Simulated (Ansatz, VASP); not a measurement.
**One calculation of TaN, two programs**

```
Ta N
1.0
     2.93994    0.00000    0.00000
    -1.46997    2.54606    0.00000
     0.00000    0.00000    2.89018
Ta N
1 1
Direct
  0.00000 0.00000 0.50000
  0.66667 0.33333 0.00000
```

Alike in both runs: task single point; functional LDA; k mesh 9 × 9 × 6; occupations gaussian, width 0.1 eV; no spin polarisation.

|  | VASP | Ansatz |
| --- | --- | --- |
| version | VASP 6.6.1 | Ansatz 0.2.0 |
| potentials or method | VASP PAW LDA potentials, release 64 (Ta_sv_GW, N), cutoff 700 eV | scalar-relativistic, plane waves, PAW |
| valence electrons in the cell | 18 | 18 |

Ansatz gave:

```
gap on the k mesh at the Fermi level (eV)                     : none
pressure (GPa)                                                : -12.9
traceless stress, the component that is largest in VASP (GPa) : -2.30
```

**Question.** Which values does VASP return?

**Answer.** gap on the k mesh at the Fermi level (eV): none; pressure (GPa): -11.9; traceless stress, the component that is largest in VASP (GPa): -2.21.

Ansatz warns that its potentials were made for another functional, while VASP's fit it. LDA's correlation is that of Perdew and Zunger in VASP and of Perdew and Wang (1992) in Ansatz. A gap of «none» marks a metal or a gap that the smearing closes.

The k mesh is coarse, so the values compare programs but aren't converged. Spin-orbit coupling is off throughout.
